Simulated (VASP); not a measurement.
# HfO2 (P-3m1) in VASP: a series of runs

The runs below take HfO2 through relaxation of shape and atoms at fixed volume, relaxation of cell and atoms, single point, with PBE.

Program: VASP 6.6.1. These are calculated values, not measurements. Logs are shortened: lines on timing, memory, paths and dates and some standing lists are left out, and cuts for length are marked.

### Step 1. The cell of the first run

The structure is trigonal, space group P-3m1 (No. 164). Conventional cell: a = 3.283 Å, b = 3.283 Å, c = 6.048 Å, α = 90.00°, β = 90.00°, γ = 120.00°. Hf (site symmetry -3m) has 6 O at 2.13 Å within 2.8 Å. O (site symmetry 3m) has 3 Hf at 2.13 Å and 3 O at 2.72 Å within 2.8 Å.

### Step 2. Relaxation of shape and atoms at fixed volume, PBE (18.81 Å³/atom)

File INCAR:

```
ALGO = Normal
EDIFF = 1E-6
EDIFFG = -0.01
ENCUT = 600
GGA = PE
IBRION = 2
ISIF = 4
ISMEAR = 0
LASPH = True
LCHARG = False
LREAL = False
LWAVE = False
NELM = 60
NSW = 60
PREC = Accurate
SIGMA = 0.05
```

File KPOINTS:

```
k-points
0
Gamma
  12 12 6
```

File POSCAR:

```
HfO2
1.0
    3.2827739026      0.0000000000      0.0000000000
   -1.6413869513      2.8429655946      0.0000000000
    0.0000000000      0.0000000000      6.0476724207
Hf O
1 2
Direct
    0.0000000000      0.0000000000      0.0000000000
    0.3333333333      0.6666666667      0.1618133920
    0.6666666667      0.3333333333      0.8381866080
```

Potentials or basis: VASP PAW PBE potentials, release 64 (Hf_pv, O).

Run with:

```sh
cat potpaw_PBE.64/Hf_pv/POTCAR potpaw_PBE.64/O/POTCAR > POTCAR
mpirun -np 1 vasp_std > vasp.out
```

OUTCAR:

```text
EDIFF = 1E-6
   EDIFFG = -0.01
   ENCUT = 600
   GGA = PE
   IBRION = 2
   ISIF = 4
   ISMEAR = 0
   LASPH = True
   LREAL = False
   NELM = 60
   NSW = 60
   PREC = Accurate

 ion  position               nearest neighbor table
   1  0.000  0.000  0.000-   2 2.13   3 2.13   3 2.13   2 2.13   3 2.13   2 2.13
   2  0.333  0.667  0.162-   1 2.13   1 2.13   1 2.13
   3  0.667  0.333  0.838-   1 2.13   1 2.13   1 2.13

  LATTYP: Found a hexagonal cell.
 ALAT       =     3.2827739026
 C/A-ratio  =     1.8422445773

  Lattice vectors:

 A1 = (   3.2827739026,   0.0000000000,   0.0000000000)
 A2 = (  -1.6413869513,   2.8429655946,   0.0000000000)
 A3 = (   0.0000000000,   0.0000000000,   6.0476724207)

Analysis of symmetry for initial positions (statically):
=====================================================================
 Subroutine PRICEL returns:
 Original cell was already a primitive cell.

 Routine SETGRP: Setting up the symmetry group for a
 hexagonal supercell.

 Subroutine GETGRP returns: Found 12 space group operations
 (whereof 12 operations were pure point group operations)
 out of a pool of 24 trial point group operations.

The static configuration has the point symmetry D_3d.

Analysis of symmetry for dynamics (positions and initial velocities):
=====================================================================
 Subroutine PRICEL returns:
 Original cell was already a primitive cell.

 Routine SETGRP: Setting up the symmetry group for a
 hexagonal supercell.

 Subroutine GETGRP returns: Found 12 space group operations
 (whereof 12 operations were pure point group operations)
 out of a pool of 24 trial point group operations.

The dynamic configuration has the point symmetry D_3d.

 Subroutine INISYM returns: Found 12 space group operations
 (whereof 12 operations are pure point group operations),
 and found     1 'primitive' translations

----------------------------------------------------------------------------------------

                                     Primitive cell

  volume of cell :      56.4418

  direct lattice vectors                    reciprocal lattice vectors
     3.282773903  0.000000000  0.000000000     0.304620431  0.175872688  0.000000000
    -1.641386951  2.842965595  0.000000000     0.000000000  0.351745375  0.000000000
     0.000000000  0.000000000  6.047672421     0.000000000  0.000000000  0.165352871

  length of vectors
     3.282773903  3.282773903  6.047672421     0.351745375  0.351745375  0.165352871

  position of ions in fractional coordinates (direct lattice)
     0.000000000  0.000000000  0.000000000
     0.333333333  0.666666667  0.161813392
     0.666666667  0.333333333  0.838186608

  ion indices of the primitive-cell ions
   primitive index   ion index
                 1           1
                 2           2
                 3           3

----------------------------------------------------------------------------------------

 KPOINTS: k-points

Automatic generation of k-mesh.
 Grid dimensions read from file:
 generate k-points for:   12   12    6

 Generating k-lattice:

  Cartesian coordinates                     Fractional coordinates (reciprocal lattice)
     0.025385036  0.014656057  0.000000000     0.083333333 -0.000000000  0.000000000
     0.000000000  0.029312115  0.000000000     0.000000000  0.083333333  0.000000000
     0.000000000  0.000000000  0.027558812     0.000000000  0.000000000  0.166666667

  Length of vectors
     0.029312115  0.029312115  0.027558812

  Shift w.r.t. Gamma in fractional coordinates (k-lattice)
     0.000000000  0.000000000  0.000000000

 Subroutine IBZKPT returns following result:
 ===========================================

 Found    100 irreducible k-points:

 Following reciprocal coordinates:
            Coordinates               Weight
  0.000000  0.000000  0.000000      1.000000
  0.083333 -0.000000  0.000000      6.000000
  0.166667 -0.000000  0.000000      6.000000
  0.250000 -0.000000  0.000000      6.000000
  0.333333 -0.000000  0.000000      6.000000
  0.416667  0.000000  0.000000      6.000000
[... 16 lines left out ...]
  0.166667 -0.000000  0.166667      6.000000
  0.000000  0.166667  0.166667      6.000000
 [... further k-points ...]
   k-points           NKPTS =    100   k-points in BZ     NKDIM =    100   number of bands    NBANDS=     15
   number of dos      NEDOS =    301   number of ions     NIONS =      3
   total plane-waves  NPLWV =  37632
   dimension x,y,z NGX =    28 NGY =   28 NGZ =   48
   dimension x,y,z NGXF=    56 NGYF=   56 NGZF=   96
   ions per type =               1   2
   NGX,Y,Z   is equivalent  to a cutoff of  14.18, 14.18, 13.19 a.u.
   NGXF,Y,Z  is equivalent  to a cutoff of  28.36, 28.36, 26.39 a.u.
 SYSTEM =  unknown system
   PREC   = accura    normal or accurate (medium, high low for compatibility)
   ISTART =      0    job   : 0-new  1-cont  2-samecut
   ICHARG =      2    charge: 1-file 2-atom 10-const
   ISPIN  =      1    spin polarized calculation?
   LNONCOLLINEAR =      F non collinear calculations
   LSORBIT =      F    spin-orbit coupling
   LASPH  =      T    aspherical Exc in radial PAW
   ENCUT  =  600.0 eV  44.10 Ry    6.64 a.u.   6.56  6.56 12.08*2*pi/ulx,y,z
   NELM   =     60;   NELMIN=  2; NELMDL= -5     # of ELM steps
   EDIFF  = 0.1E-05   stopping-criterion for ELM
   LREAL  =      F    real-space projection
   EDIFFG = -.1E-01   stopping-criterion for IOM
   NSW    =     60    number of steps for IOM
   IBRION =      2    ionic relax: 0-MD 1-quasi-New 2-CG
   NFREE  =      1    steps in history (QN), initial steepest desc. (CG)
   ISIF   =      4    stress and relaxation
   ISYM   =      2    0-nonsym 1-usesym 2-fastsym
   POTIM  = 0.5000    time-step for ionic-motion
   TEBEG  =    0.0;   TEEND  =   0.0 temperature during run
   PSTRESS=    0.0 pullay stress
   NELECT =      22.0000    total number of electrons
   NUPDOWN=      -1.0000    fix difference up-down
   EMIN   =  10.00;   EMAX   =-10.00  energy-range for DOS
   EFERMI =   0.00;   METHOD = LEGACY
   ISMEAR =     0;   SIGMA  =   0.05  broadening in eV -4-tet -1-fermi 0-gaus
   EFERMI_NEDOS =   21; number of points for ismear=-14 and -15
   IALGO  =     38    algorithm
   IMIX   =      4    mixing-type and parameters
     AMIX     =   0.40;   BMIX     =  1.00
     AMIX_MAG =   1.60;   BMIX_MAG =  1.00
  volume/ion in A,a.u.               =      18.81       126.96
  Fermi-wavevector in a.u.,A,eV,Ry     =   1.195865  2.259857 19.457594  1.430093
  Thomas-Fermi vector in A             =   2.331820
   LORBIT       =      0    0 simple, 1 ext, 2 COOP (PROOUT), +10 PAW based schemes
   GGA     = PE    functional components
   LHFCALC =     F    Hartree Fock is set to
   AEXX    =    0.0000 exact exchange contribution
   IVDW    =     0    specifies the selected vdW correction
   LEPSILON=     F    determine dielectric tensor
   LRPA    =     F    only Hartree local field effects (RPA)
 conjugate gradient relaxation of ions
 non-spin polarized calculation
 Gauss-broadening in eV      SIGMA  =   0.05
  energy-cutoff  :      600.00
  volume of cell :       56.44
 maximum number of plane-waves:      1914
 NGX is ok and might be reduce to    28
   NGX = 13   NGY = 13   NGZ = 25

--------------------------------------- Ionic step        1  -------------------------------------------

 number of electron      21.9999996 magnetization

 Free energy of the ion-electron system (eV)
  ---------------------------------------------------
  ext. energy  EPLUGINS =         0.00000000
  ---------------------------------------------------
  free energy    TOTEN  =       -29.80638140 eV

  energy without entropy =      -29.80638140  energy(sigma->0) =      -29.80638140

------------------------ aborting loop because EDIFF is reached ----------------------------------------

  FORCE on cell =-STRESS in cart. coord.  units (eV):
  Direction    XX          YY          ZZ          XY          YZ          ZX
  --------------------------------------------------------------------------------------
  -------------------------------------------------------------------------------------
  Total       -2.4028033     -2.4028033     -1.2050332     -0.0000000     -0.0000000     -0.0000000
  in kB      -68.2068455    -68.2068455    -34.2065102     -0.0000000     -0.0000000     -0.0000000
  external PRESSURE =     -56.8734004 kB  Pullay stress =       0.0000000 kB
[... 170 lines left out ...]
  energy  without entropy=      -29.8455025870  energy(sigma->0) =      -29.84550259

--------------------------------------- Ionic step        6  -------------------------------------------

 number of electron      22.0000003 magnetization

 Free energy of the ion-electron system (eV)
  ---------------------------------------------------
  ext. energy  EPLUGINS =         0.00000000
  ---------------------------------------------------
  free energy    TOTEN  =       -29.84551993 eV

  energy without entropy =      -29.84551993  energy(sigma->0) =      -29.84551993

 E-fermi :  -1.1675     XC(G=0):  -8.1942

 val. band max:       -1.4068459025   @ k =   0.1667   0.1667   0.0000
 cond. band min:       3.4680645282   @ k =   0.5000  -0.0000   0.0000
 fundamental gap:      4.8749104307
 Fermi energy:        -1.1675348846

 k-point     1 :       0.0000    0.0000    0.0000
  band No.  band energies     occupation
      1     -30.4793      2.00000
      2     -30.0045      2.00000
      3     -30.0045      2.00000
      4     -18.5259      2.00000
      5     -16.6327      2.00000
      6      -5.0177      2.00000
      7      -5.0177      2.00000
      8      -4.6673      2.00000
      9      -1.9708      2.00000
     10      -1.6716      2.00000
     11      -1.6716      2.00000
     12       3.7490      0.00000
     13       3.7490      0.00000
     14       3.8952      0.00000
     15       6.1255      0.00000
[... 397 lines left out ...]
 k-point    24 :       0.0000    0.1667    0.1667
  band No.  band energies     occupation
      1     -30.4372      2.00000
      2     -30.2193      2.00000
      3     -30.0426      2.00000
      4     -18.1153      2.00000
      5     -16.8815      2.00000
      6      -4.8815      2.00000
      7      -4.6990      2.00000
      8      -4.3608      2.00000
      9      -2.6246      2.00000
     10      -2.0048      2.00000
     11      -1.6831      2.00000
     12       3.7120      0.00000
     13       4.3361      0.00000
     14       4.6694      0.00000
     15       6.0810      0.00000

 [... further k-points ...]

------------------------ aborting loop because EDIFF is reached ----------------------------------------

  FORCE on cell =-STRESS in cart. coord.  units (eV):
  Direction    XX          YY          ZZ          XY          YZ          ZX
  --------------------------------------------------------------------------------------
  -------------------------------------------------------------------------------------
  Total       -0.0739563     -0.0739563     -0.0824518     -0.0000000      0.0000000      0.0000000
  in kB       -2.0993495     -2.0993495     -2.3405059     -0.0000000      0.0000000      0.0000000
  external PRESSURE =      -2.1797349 kB  Pullay stress =       0.0000000 kB
[... 18 lines left out ...]
  FREE ENERGIE OF THE ION-ELECTRON SYSTEM (eV)
  ---------------------------------------------------
  free  energy   TOTEN  =       -29.8455199254 eV

  energy  without entropy=      -29.8455199254  energy(sigma->0) =      -29.84551993

 reached required accuracy - stopping structural energy minimisation
```

Wall time 2.4 min (1 thread of Intel Xeon 6975P-C (Granite Rapids), shared host); peak memory 0.26 GiB.

Results:

```
Free energy                  : -29.8455 eV
Energy gained by relaxing    : 13.0 meV/atom
Ionic steps                  : 6
Pressure after relaxing      : -0.2 GPa
Largest force after relaxing : 0.006 eV/Å
Band gap on the k mesh       : 4.87 eV (least direct gap 5.11 eV)
```

Forces on the atoms (eV/Å):
```
Hf   0.000  0.000  0.000
O    0.000  0.000  0.006
O    0.000  0.000 -0.006
```

Step by step:
```csv
step,energy change (eV),largest force (eV/Å),pressure (GPa),volume (Å³)
1,0.0000,0.5644,-5.69,56.44
2,-0.0324,0.1690,-2.50,56.44
3,-0.0378,0.0756,-0.56,56.44
4,-0.0378,0.0890,-0.45,56.44
5,-0.0391,0.0156,-0.24,56.44
6,-0.0391,0.0060,-0.22,56.44
```

Final structure:
```yaml
crystal:
  lattice:
    - [3.23998, 0.00000, 0.00000]
    - [-1.61999, 2.80591, 0.00000]
    - [0.00000, 0.00000, 6.20847]
  atoms:
    - { symbol: Hf, position: [0.00000, 0.00000, 0.00000] }
    - { symbol: O, position: [0.33333, 0.66667, 0.15517] }
    - { symbol: O, position: [0.66667, 0.33333, 0.84483] }
```

Caveat: spin-orbit coupling is left out, which moves the levels of the heavy elements. A k mesh can miss the band edges.

(Continued in part 2 of 2.)
